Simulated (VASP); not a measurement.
# AlN (P3m1) in VASP: notebook

AlN is run at these levels: PBEsol; tasks: single point.

Everything below comes from runs of VASP 6.6.1. Logs are shortened: lines on timing, memory, paths and dates and some standing lists are left out, and cuts for length are marked.

**1. The cell of the first run**

The structure is trigonal, space group P3m1 (No. 156). The conventional cell has a = 3.114 Å, b = 3.114 Å, c = 9.667 Å, α = 90.00°, β = 90.00°, γ = 120.00°. Al (site symmetry 3m) has 4 N at 1.60 to 1.89 Å within 2.1 Å. Within 2.5 Å of Al (site symmetry 3m) lie 4 N at 1.89 to 1.90 Å. Al (site symmetry 3m) has 4 N at 1.89 to 1.90 Å within 2.5 Å. Within 2.5 Å of Al (site symmetry 3m) lie 4 N at 1.89 to 1.90 Å. N (site symmetry 3m) has 4 Al at 1.60 to 1.89 Å within 2.1 Å. Within 2.5 Å of N (site symmetry 3m) lie 4 Al at 1.89 to 1.90 Å. N (site symmetry 3m) has 4 Al at 1.89 to 1.90 Å within 2.5 Å. N (site symmetry 3m) has 4 Al at 1.89 to 1.90 Å within 2.5 Å.

**2. Single point, PBEsol**

Input file INCAR:

```
PREC = Accurate ; ENCUT = 520
EDIFF = 1E-6 ; ISMEAR = 0
SIGMA = 0.05 ; LREAL = False
LASPH = True ; NELM = 100
ALGO = Normal ; ISIF = 2
LWAVE = False ; LCHARG = False
GGA = PS ; NBANDS = 26
```

Input file KPOINTS:

```
regular mesh
0
Gamma
  8 8 3
```

Input file POSCAR:

```
AlN
1.0
   -3.1135599822      0.0000000000      0.0000000000
   -1.5567799911     -2.6964220408      0.0000000000
    0.0000000000      0.0000000000      9.6667009506
Al N
4 4
Direct
    0.3333333333      0.3333333333      0.9325758056
    0.3333333333      0.3333333333      0.4170586192
    0.6666666667      0.6666666667      0.1593000261
    0.6666666667      0.6666666667      0.6748172124
    0.3333333333      0.3333333333      0.0984585671
    0.3333333333      0.3333333333      0.6139757535
    0.6666666667      0.6666666667      0.3562171603
    0.6666666667      0.6666666667      0.8717343466
```

Potentials or basis: VASP PAW PBE potentials, release 64 (Al, N).

Run with:

```
> cat potpaw_PBE.64/Al/POTCAR potpaw_PBE.64/N/POTCAR > POTCAR
> mpirun -np 1 vasp_std > vasp.out
```

OUTCAR:

```text
PREC = Accurate
   ENCUT = 520
   EDIFF = 1E-6
   ISMEAR = 0
   LREAL = False
   LASPH = True
   NELM = 100
   ISIF = 2
   GGA = PS

 ion  position               nearest neighbor table
   1  0.333  0.333  0.933-   5 1.60   8 1.89   8 1.89   8 1.89   3 2.83   3 2.83   3 2.83   4 3.07
                             4 3.07   4 3.07
   2  0.333  0.333  0.417-   7 1.89   7 1.89   7 1.89   6 1.90   3 3.07   3 3.07   3 3.07   4 3.07
                             4 3.07   4 3.07
   3  0.667  0.667  0.159-   5 1.89   5 1.89   5 1.89   7 1.90   1 2.83   1 2.83   1 2.83   2 3.07
                             2 3.07   2 3.07
   4  0.667  0.667  0.675-   6 1.89   6 1.89   6 1.89   8 1.90   1 3.07   2 3.07   2 3.07   1 3.07
                             1 3.07   2 3.07
   5  0.333  0.333  0.098-   1 1.60   3 1.89   3 1.89   3 1.89
   6  0.333  0.333  0.614-   4 1.89   4 1.89   4 1.89   2 1.90
   7  0.667  0.667  0.356-   2 1.89   2 1.89   2 1.89   3 1.90
   8  0.667  0.667  0.872-   1 1.89   1 1.89   1 1.89   4 1.90

  LATTYP: Found a hexagonal cell.
 ALAT       =     3.1135599822
 C/A-ratio  =     3.1047100444

  Lattice vectors:

 A1 = (   1.5567799911,   2.6964220408,   0.0000000000)
 A2 = (  -3.1135599822,   0.0000000000,   0.0000000000)
 A3 = (   0.0000000000,   0.0000000000,   9.6667009506)

Analysis of symmetry for initial positions (statically):
=====================================================================
 Subroutine PRICEL returns:
 Original cell was already a primitive cell.

 Routine SETGRP: Setting up the symmetry group for a
 hexagonal supercell.

 Subroutine GETGRP returns: Found  6 space group operations
 (whereof  6 operations were pure point group operations)
 out of a pool of 24 trial point group operations.

The static configuration has the point symmetry C_3v.

Analysis of symmetry for dynamics (positions and initial velocities):
=====================================================================
 Subroutine PRICEL returns:
 Original cell was already a primitive cell.

 Routine SETGRP: Setting up the symmetry group for a
 hexagonal supercell.

 Subroutine GETGRP returns: Found  6 space group operations
 (whereof  6 operations were pure point group operations)
 out of a pool of 24 trial point group operations.

The dynamic configuration has the point symmetry C_3v.

 Subroutine INISYM returns: Found  6 space group operations
 (whereof  6 operations are pure point group operations),
 and found     1 'primitive' translations

[... 106 lines left out ...]
   LREAL  =      F    real-space projection
   EDIFFG = 0.1E-04   stopping-criterion for IOM
   NSW    =      0    number of steps for IOM
   IBRION =     -1    ionic relax: 0-MD 1-quasi-New 2-CG
   NFREE  =      0    steps in history (QN), initial steepest desc. (CG)
   ISIF   =      2    stress and relaxation
   ISYM   =      2    0-nonsym 1-usesym 2-fastsym
   POTIM  = 0.5000    time-step for ionic-motion
   TEBEG  =    0.0;   TEEND  =   0.0 temperature during run
   PSTRESS=    0.0 pullay stress
   NELECT =      32.0000    total number of electrons
   NUPDOWN=      -1.0000    fix difference up-down
   EMIN   =  10.00;   EMAX   =-10.00  energy-range for DOS
   EFERMI =   0.00;   METHOD = LEGACY
   ISMEAR =     0;   SIGMA  =   0.05  broadening in eV -4-tet -1-fermi 0-gaus
   EFERMI_NEDOS =   21; number of points for ismear=-14 and -15
   IALGO  =     38    algorithm
   IMIX   =      4    mixing-type and parameters
     AMIX     =   0.40;   BMIX     =  1.00
     AMIX_MAG =   1.60;   BMIX_MAG =  1.00
  volume/ion in A,a.u.               =      10.14        68.46
  Fermi-wavevector in a.u.,A,eV,Ry     =   1.200467  2.268554 19.607654  1.441122
  Thomas-Fermi vector in A             =   2.336303
   LORBIT       =      0    0 simple, 1 ext, 2 COOP (PROOUT), +10 PAW based schemes
   GGA     = PS    functional components
   LHFCALC =     F    Hartree Fock is set to
   AEXX    =    0.0000 exact exchange contribution
   IVDW    =     0    specifies the selected vdW correction
   LEPSILON=     F    determine dielectric tensor
   LRPA    =     F    only Hartree local field effects (RPA)
 non-spin polarized calculation
 Gauss-broadening in eV      SIGMA  =   0.05
  energy-cutoff  :      520.00
  volume of cell :       81.16
 maximum number of plane-waves:      2203
   NGX = 11   NGY = 11   NGZ = 35

 number of electron      31.9999995 magnetization

 Free energy of the ion-electron system (eV)
  ---------------------------------------------------
  ext. energy  EPLUGINS =         0.00000000
  ---------------------------------------------------
  free energy    TOTEN  =       -61.60529360 eV

  energy without entropy =      -61.60529360  energy(sigma->0) =      -61.60529360

 E-fermi :   6.6175     XC(G=0): -11.2241

 val. band max:        6.3578983560   @ k =   0.0000   0.0000   0.0000
 cond. band min:      10.6634645755   @ k =   0.0000   0.0000   0.0000
 fundamental gap:      4.3055662194
 Fermi energy:         6.6175123476

 k-point     1 :       0.0000    0.0000    0.0000
  band No.  band energies     occupation
      1      -9.2996      2.00000
      2      -8.1879      2.00000
      3      -7.7497      2.00000
      4      -6.4877      2.00000
      5       0.2212      2.00000
      6       2.8959      2.00000
[... 685 lines left out ...]
     25      17.2947      0.00000
     26      17.7490      0.00000

 [... further k-points ...]
[... 5 lines left out ...]
  --------------------------------------------------------------------------------------
  -------------------------------------------------------------------------------------
  Total        0.8710521      0.8710521     14.1465125      0.0000000      0.0000000      0.0000000
  in kB       17.1961548     17.1961548    279.2779076      0.0000000      0.0000000      0.0000000
  external PRESSURE =     104.5567391 kB  Pullay stress =       0.0000000 kB

 VOLUME and BASIS-vectors are now :
 -----------------------------------------------------------------------------
  energy-cutoff  :      520.00
  volume of cell :       81.16
      direct lattice vectors                 reciprocal lattice vectors
    -3.113559982  0.000000000  0.000000000    -0.321175762  0.185430913  0.000000000
    -1.556779991 -2.696422041  0.000000000     0.000000000 -0.370861825  0.000000000
     0.000000000  0.000000000  9.666700951     0.000000000  0.000000000  0.103447909

 POSITION                                       TOTAL-FORCE (eV/Angst)
 -----------------------------------------------------------------------------------
     -1.55678     -0.89881      9.01493         0.000000      0.000000     -8.272056
     -1.55678     -0.89881      4.03158        -0.000000     -0.000000      0.262800
     -3.11356     -1.79761      1.53991        -0.000000      0.000000      0.627748
     -3.11356     -1.79761      6.52326        -0.000000     -0.000000      0.279094
     -1.55678     -0.89881      0.95177        -0.000000     -0.000000      8.148156
     -1.55678     -0.89881      5.93512         0.000000     -0.000000     -0.260955
     -3.11356     -1.79761      3.44344        -0.000000      0.000000     -0.278939
     -3.11356     -1.79761      8.42680         0.000000     -0.000000     -0.505847
 -----------------------------------------------------------------------------------
    total drift:                                0.000000      0.000000     -0.000228

  FREE ENERGIE OF THE ION-ELECTRON SYSTEM (eV)
  ---------------------------------------------------
  free  energy   TOTEN  =       -61.6052935956 eV

  energy  without entropy=      -61.6052935956  energy(sigma->0) =      -61.60529360
```

stdout:

```text
POSCAR found type information on POSCAR AlN
 POSCAR found :  2 types and       8 ions
 scaLAPACK will be used
 -----------------------------------------------------------------------------
|                                                                             |
|                                                                             |
|     You enforced a specific xc type in the INCAR file but a different       |
|     I HOPE YOU KNOW WHAT YOU ARE DOING!                                     |
|                                                                             |
 -----------------------------------------------------------------------------

 LDA part: xc-table for (Slater+PW92), standard interpolation
 POSCAR, INCAR and KPOINTS ok, starting setup
 FFT: planning ... GRIDC
 FFT: planning ... GRID_SOFT
 FFT: planning ... GRID
 WAVECAR not read
 entering main loop
```

Wall time 96 s (1 thread of AMD EPYC 7R13, shared host); peak memory 0.17 GiB.

Results:

```yaml
Free_energy: -61.6053 eV
Pressure: 10.5 GPa
Largest_force: 8.272 eV/Å
Band_gap_on_the_k_mesh: 4.31 eV, direct
```

Forces on the atoms (eV/Å):
```
Al   0.000  0.000 -8.272
Al   0.000  0.000  0.263
Al   0.000  0.000  0.628
Al   0.000  0.000  0.279
N    0.000  0.000  8.148
N    0.000  0.000 -0.261
N    0.000  0.000 -0.279
N    0.000  0.000 -0.506
```

Caveat: the PAW data sets were made with another functional, which shifts forces and pressure a little.

**3. Single point, PBEsol**

This run uses another cell than the first one, of 10.77 Å³/atom, 1.062 times its volume.

Input file INCAR:

```
SYSTEM = AlN
PREC = Accurate
ENCUT = 520
EDIFF = 1E-6
ISMEAR = 0
SIGMA = 0.05
LREAL = .False.
LASPH = .True.
NELM = 60
ALGO = Normal
ISIF = 2
LWAVE = .False.
LCHARG = .False.
GGA = PS
NBANDS = 26
```

Input file KPOINTS:

```
Automatic mesh
0
Gamma
  8 8 3
  0 0 0
```

Input file POSCAR:

```
AlN
1.0
   -3.1135599822      0.0000000000      0.0000000000
   -1.5567799911     -2.6964220408      0.0000000000
    0.0000000000      0.0000000000     10.2667009506
Al N
4 4
Direct
    0.3333333333      0.3333333333      0.8780748041
    0.3333333333      0.3333333333      0.3926851450
    0.6666666667      0.6666666667      0.1499903154
    0.6666666667      0.6666666667      0.6353799746
    0.3333333333      0.3333333333      0.0927045142
    0.3333333333      0.3333333333      0.5780941734
    0.6666666667      0.6666666667      0.3353993438
    0.6666666667      0.6666666667      0.8207890030
```

Potentials or basis: VASP PAW PBE potentials, release 64 (Al, N).

Run with:

```
> cat potpaw_PBE.64/Al/POTCAR potpaw_PBE.64/N/POTCAR > POTCAR
> mpirun -np 1 vasp_std > vasp.out
```

Wall time 2 min (1 thread of AMD EPYC 7R13, shared host); peak memory 0.18 GiB.

The run converged. Its results:

| Quantity | Value |
| --- | --- |
| Free energy | -62.2280 eV |
| Pressure | -3.5 GPa |
| Largest force | 1.822 eV/Å |
| Band gap on the k mesh | 3.51 eV, direct |

Forces on the atoms (eV/Å):
```
Al   0.000  0.000  1.822
Al   0.000  0.000 -0.335
Al   0.000  0.000 -0.704
Al   0.000  0.000 -0.338
N    0.000  0.000 -1.544
N    0.000  0.000  0.325
N    0.000  0.000  0.350
N    0.000  0.000  0.425
```

Stress tensor (GPa, compression positive):
```
-0.79  0.00  0.00
 0.00 -0.79  0.00
 0.00  0.00 -9.04
```

Levels at points of the mesh, in eV from the valence-band top:
```
           k point  band 12  band 13  band 14  band 15  band 16  band 17  band 18  band 19  band 20  band 21
(0.00, 0.00, 0.00)    -0.61    -0.61    -0.24     0.00     0.00     3.51     5.81     6.06     6.60     8.76
(0.50, 0.00, 0.00)    -1.87    -1.66    -1.45    -1.21    -0.69     4.58     4.76     5.35     5.62     7.30
```

Caveat: the PAW data sets were made with another functional, which shifts forces and pressure a little. PBEsol gaps usually lie below the measured ones, often by a third to a half.
